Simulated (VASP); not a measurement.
# BaF2 (fluorite type) (Fm-3m) in VASP: electric field gradients with PBE

Aim: the electric field gradients of BaF2 (fluorite type) with PBE.

Program: VASP 6.6.1. These are calculated values, not measurements. Logs are shortened: lines on timing, memory, paths and dates and some standing lists are left out, and cuts for length are marked.

**1. The cell of the first run**

The structure is cubic, space group Fm-3m (No. 225). The conventional cell has a = 6.245 Å, b = 6.245 Å, c = 6.245 Å, α = 90.00°, β = 90.00°, γ = 90.00°. Within 3.6 Å of Ba (site symmetry m-3m) lie 8 F at 2.70 Å. F (site symmetry -43m) has 4 Ba at 2.70 Å and 6 F at 3.12 Å within 3.6 Å.

**2. Electric field gradients, PBE**

Input file INCAR:

```
SYSTEM = BaF2
PREC = Accurate ; ENCUT = 520
EDIFF = 1E-8 ; ISMEAR = -1
SIGMA = 0.05 ; LREAL = .FALSE.
LASPH = .TRUE. ; NELM = 120
ALGO = Normal ; ISIF = 2
LWAVE = .FALSE. ; LCHARG = .FALSE.
GGA = PE ; LEFG = .TRUE.
NBANDS = 19 ; GGA_COMPAT = .FALSE.
```

Input file KPOINTS:

```
regular mesh
0
G
  11 11 11
  0 0 0
```

Input file POSCAR:

```
BaF2
1.0
    0.0000000000      3.1223474310      3.1223474310
    3.1223474310      0.0000000000      3.1223474310
    3.1223474310      3.1223474310      0.0000000000
Ba F
1 2
Direct
    0.0000000000      0.0000000000      0.0000000000
    0.2500000000      0.2500000000      0.2500000000
    0.7500000000      0.7500000000      0.7500000000
```

Potentials or basis: VASP PAW PBE potentials, release 64 (Ba_sv, F).

Started as:

```console
> cat potpaw_PBE.64/Ba_sv/POTCAR potpaw_PBE.64/F/POTCAR > POTCAR
> mpirun -np 1 vasp_std > vasp.out
```

OUTCAR:

```text
SYSTEM = BaF2
   PREC = Accurate
   ENCUT = 520
   EDIFF = 1E-8
   ISMEAR = -1
   LREAL = .FALSE.
   LASPH = .TRUE.
   NELM = 120
   ISIF = 2
   GGA = PE

 ion  position               nearest neighbor table
   1  0.000  0.000  0.000-   2 2.70   3 2.70   3 2.70   3 2.70   3 2.70   2 2.70   2 2.70   2 2.70

   2  0.250  0.250  0.250-   1 2.70   1 2.70   1 2.70   1 2.70
   3  0.750  0.750  0.750-   1 2.70   1 2.70   1 2.70   1 2.70

  LATTYP: Found a face centered cubic cell.
 ALAT       =     6.2446948620

  Lattice vectors:

 A1 = (   0.0000000000,   3.1223474310,   3.1223474310)
 A2 = (   3.1223474310,   0.0000000000,   3.1223474310)
 A3 = (   3.1223474310,   3.1223474310,   0.0000000000)

Analysis of symmetry for initial positions (statically):
=====================================================================
 Subroutine PRICEL returns:
 Original cell was already a primitive cell.

 Routine SETGRP: Setting up the symmetry group for a
 face centered cubic supercell.

 Subroutine GETGRP returns: Found 48 space group operations
 (whereof 48 operations were pure point group operations)
 out of a pool of 48 trial point group operations.

The static configuration has the point symmetry O_h .

Analysis of symmetry for dynamics (positions and initial velocities):
=====================================================================
 Subroutine PRICEL returns:
 Original cell was already a primitive cell.

 Routine SETGRP: Setting up the symmetry group for a
 face centered cubic supercell.

 Subroutine GETGRP returns: Found 48 space group operations
 (whereof 48 operations were pure point group operations)
 out of a pool of 48 trial point group operations.

The dynamic configuration has the point symmetry O_h .

 Subroutine INISYM returns: Found 48 space group operations
 (whereof 48 operations are pure point group operations),
 and found     1 'primitive' translations

----------------------------------------------------------------------------------------

                                     Primitive cell

  volume of cell :      60.8799

  direct lattice vectors                    reciprocal lattice vectors
     0.000000000  3.122347431  3.122347431    -0.160135927  0.160135927  0.160135927
     3.122347431  0.000000000  3.122347431     0.160135927 -0.160135927  0.160135927
     3.122347431  3.122347431  0.000000000     0.160135927  0.160135927 -0.160135927

  length of vectors
     4.415666083  4.415666083  4.415666083     0.277363562  0.277363562  0.277363562

  position of ions in fractional coordinates (direct lattice)
     0.000000000  0.000000000  0.000000000
     0.250000000  0.250000000  0.250000000
     0.750000000  0.750000000  0.750000000

  ion indices of the primitive-cell ions
   primitive index   ion index
                 1           1
                 2           2
                 3           3

----------------------------------------------------------------------------------------

 KPOINTS: regular mesh

Automatic generation of k-mesh.
 Grid dimensions read from file:
 generate k-points for:   11   11   11

 Generating k-lattice:

  Cartesian coordinates                     Fractional coordinates (reciprocal lattice)
    -0.014557812  0.014557812  0.014557812     0.090909091  0.000000000  0.000000000
     0.014557812 -0.014557812  0.014557812     0.000000000  0.090909091  0.000000000
     0.014557812  0.014557812 -0.014557812     0.000000000  0.000000000  0.090909091

  Length of vectors
     0.025214869  0.025214869  0.025214869

  Shift w.r.t. Gamma in fractional coordinates (k-lattice)
     0.000000000  0.000000000  0.000000000

 Subroutine IBZKPT returns following result:
 ===========================================

 Found     56 irreducible k-points:

 Following reciprocal coordinates:
            Coordinates               Weight
  0.000000  0.000000  0.000000      1.000000
  0.090909  0.000000  0.000000      8.000000
  0.181818  0.000000  0.000000      8.000000
  0.272727  0.000000  0.000000      8.000000
  0.363636  0.000000  0.000000      8.000000
  0.454545  0.000000  0.000000      8.000000
[... 16 lines left out ...]
 -0.272727  0.181818  0.000000     24.000000
 -0.181818  0.181818  0.000000     12.000000
 [... further k-points ...]
   k-points           NKPTS =     56   k-points in BZ     NKDIM =     56   number of bands    NBANDS=     19
   number of dos      NEDOS =    301   number of ions     NIONS =      3
   total plane-waves  NPLWV =  46656
   dimension x,y,z NGX =    36 NGY =   36 NGZ =   36
   dimension x,y,z NGXF=    72 NGYF=   72 NGZF=   72
   ions per type =               1   2
   NGX,Y,Z   is equivalent  to a cutoff of  13.55, 13.55, 13.55 a.u.
   NGXF,Y,Z  is equivalent  to a cutoff of  27.11, 27.11, 27.11 a.u.
 SYSTEM =  BaF2
   PREC   = accura    normal or accurate (medium, high low for compatibility)
   ISTART =      0    job   : 0-new  1-cont  2-samecut
   ICHARG =      2    charge: 1-file 2-atom 10-const
   ISPIN  =      1    spin polarized calculation?
   LNONCOLLINEAR =      F non collinear calculations
   LSORBIT =      F    spin-orbit coupling
   LASPH  =      T    aspherical Exc in radial PAW
   ENCUT  =  520.0 eV  38.22 Ry    6.18 a.u.   8.21  8.21  8.21*2*pi/ulx,y,z
   NELM   =    120;   NELMIN=  2; NELMDL= -5     # of ELM steps
   EDIFF  = 0.1E-07   stopping-criterion for ELM
   LREAL  =      F    real-space projection
   EDIFFG = 0.1E-06   stopping-criterion for IOM
   NSW    =      0    number of steps for IOM
   IBRION =     -1    ionic relax: 0-MD 1-quasi-New 2-CG
   NFREE  =      0    steps in history (QN), initial steepest desc. (CG)
   ISIF   =      2    stress and relaxation
   ISYM   =      2    0-nonsym 1-usesym 2-fastsym
   POTIM  = 0.5000    time-step for ionic-motion
   TEBEG  =    0.0;   TEEND  =   0.0 temperature during run
   PSTRESS=    0.0 pullay stress
   NELECT =      24.0000    total number of electrons
   NUPDOWN=      -1.0000    fix difference up-down
   EMIN   =  10.00;   EMAX   =-10.00  energy-range for DOS
   EFERMI =   0.00;   METHOD = LEGACY
   ISMEAR =    -1;   SIGMA  =   0.05  broadening in eV -4-tet -1-fermi 0-gaus
   EFERMI_NEDOS =   21; number of points for ismear=-14 and -15
   IALGO  =     38    algorithm
   IMIX   =      4    mixing-type and parameters
     AMIX     =   0.40;   BMIX     =  1.00
     AMIX_MAG =   1.60;   BMIX_MAG =  1.00
  volume/ion in A,a.u.               =      20.29       136.95
  Fermi-wavevector in a.u.,A,eV,Ry     =   1.200385  2.268399 19.604975  1.440925
  Thomas-Fermi vector in A             =   2.336223
   LORBIT       =      0    0 simple, 1 ext, 2 COOP (PROOUT), +10 PAW based schemes
   GGA     = PE    functional components
   LHFCALC =     F    Hartree Fock is set to
   AEXX    =    0.0000 exact exchange contribution
   IVDW    =     0    specifies the selected vdW correction
   LEPSILON=     F    determine dielectric tensor
   LRPA    =     F    only Hartree local field effects (RPA)
 non-spin polarized calculation
  energy-cutoff  :      520.00
  volume of cell :       60.88
 maximum number of plane-waves:      1653
 NGX is ok and might be reduce to    36
   NGX = 17   NGY = 17   NGZ = 17

 number of electron      24.0000013 magnetization

 Free energy of the ion-electron system (eV)
  ---------------------------------------------------
  ext. energy  EPLUGINS =         0.00000000
  ---------------------------------------------------
  free energy    TOTEN  =       -17.12412927 eV

  energy without entropy =      -17.12412927  energy(sigma->0) =      -17.12412927

 E-fermi :  -0.9714     XC(G=0):  -8.6028

 val. band max:       -2.1601828140   @ k =  -0.1818   0.1818   0.0000
 cond. band min:       4.5115623023   @ k =   0.0000   0.0000   0.0000
 fundamental gap:      6.6717451164
 Fermi energy:        -0.9713504228

 k-point     1 :       0.0000    0.0000    0.0000
  band No.  band energies     occupation
      1     -25.3150      2.00000
      2     -21.0561      2.00000
      3     -21.0337      2.00000
      4     -10.1804      2.00000
      5     -10.1804      2.00000
      6     -10.1804      2.00000
[... 11 lines left out ...]
     18       9.0581      0.00000
     19      13.1428      0.00000
[... 489 lines left out ...]
      3     -21.1307      2.00000
      4     -10.3164      2.00000
      5     -10.2716      2.00000
      6     -10.2577      2.00000
[... 11 lines left out ...]
     18       9.4202      0.00000
     19      11.8388      0.00000

 [... further k-points ...]

------------------------ aborting loop because EDIFF is reached ----------------------------------------

  FORCE on cell =-STRESS in cart. coord.  units (eV):
  Direction    XX          YY          ZZ          XY          YZ          ZX
  --------------------------------------------------------------------------------------
  -------------------------------------------------------------------------------------
  Total        0.3901991      0.3901991      0.3901991      0.0000000      0.0000000      0.0000000
  in kB       10.2688832     10.2688832     10.2688832      0.0000000      0.0000000      0.0000000
  external PRESSURE =      10.2688832 kB  Pullay stress =       0.0000000 kB

 VOLUME and BASIS-vectors are now :
 -----------------------------------------------------------------------------
  energy-cutoff  :      520.00
  volume of cell :       60.88
      direct lattice vectors                 reciprocal lattice vectors
     0.000000000  3.122347431  3.122347431    -0.160135927  0.160135927  0.160135927
     3.122347431  0.000000000  3.122347431     0.160135927 -0.160135927  0.160135927
     3.122347431  3.122347431  0.000000000     0.160135927  0.160135927 -0.160135927

 POSITION                                       TOTAL-FORCE (eV/Angst)
 -----------------------------------------------------------------------------------
      0.00000      0.00000      0.00000         0.000000     -0.000000     -0.000000
      1.56117      1.56117      1.56117         0.000000      0.000000      0.000000
      4.68352      4.68352      4.68352        -0.000000     -0.000000     -0.000000
 -----------------------------------------------------------------------------------
    total drift:                                0.000000      0.000000      0.000000

  FREE ENERGIE OF THE ION-ELECTRON SYSTEM (eV)
  ---------------------------------------------------
  free  energy   TOTEN  =       -17.1241292695 eV

  energy  without entropy=      -17.1241292694  energy(sigma->0) =      -17.12412927

 Electric field gradients (V/A^2)
---------------------------------------------------------------------
 ion       V_xx      V_yy      V_zz      V_xy      V_xz      V_yz
---------------------------------------------------------------------
   1      -0.000     0.000    -0.000     0.000     0.000     0.000
   2       0.000     0.000    -0.000    -0.005    -0.005    -0.005
   3       0.000     0.000    -0.000    -0.005    -0.005    -0.005
---------------------------------------------------------------------

 Electric field gradients after diagonalization (V/A^2)
 (convention: |V_zz| > |V_xx| > |V_yy|)
----------------------------------------------------------------------
 ion       V_xx      V_yy      V_zz     asymmetry (V_yy - V_xx)/ V_zz
----------------------------------------------------------------------
   1      -0.000    -0.000     0.000       0.000
   2       0.005     0.005    -0.009       0.000
   3       0.005     0.005    -0.009       0.000
----------------------------------------------------------------------

           NMR quadrupolar parameters

 Cq : quadrupolar parameter    Cq=e*Q*V_zz/h
 eta: asymmetry parameters     (V_yy - V_xx)/ V_zz
 Q  : nuclear electric quadrupole moment in mb (millibarn)
----------------------------------------------------------------------
 ion       Cq(MHz)       eta       Q (mb)
----------------------------------------------------------------------
   1       0.000       0.000       1.000
   2      -0.000       0.000       1.000
   3      -0.000       0.000       1.000
----------------------------------------------------------------------
```

Wall time 2.4 min (1 thread of Intel Xeon 8259CL, shared host); peak memory 0.24 GiB.

Results:

- Free energy: -17.1241 eV
- Pressure: 1.0 GPa
- Band gap on the k mesh: 6.67 eV (least direct gap 6.74 eV)
- Largest electric field gradient by atom: zero within the noise of the run

Caveat: spin-orbit coupling is left out, which moves the levels of the heavy elements; an odd mesh through Γ misses points on the zone boundary, where band edges can lie.
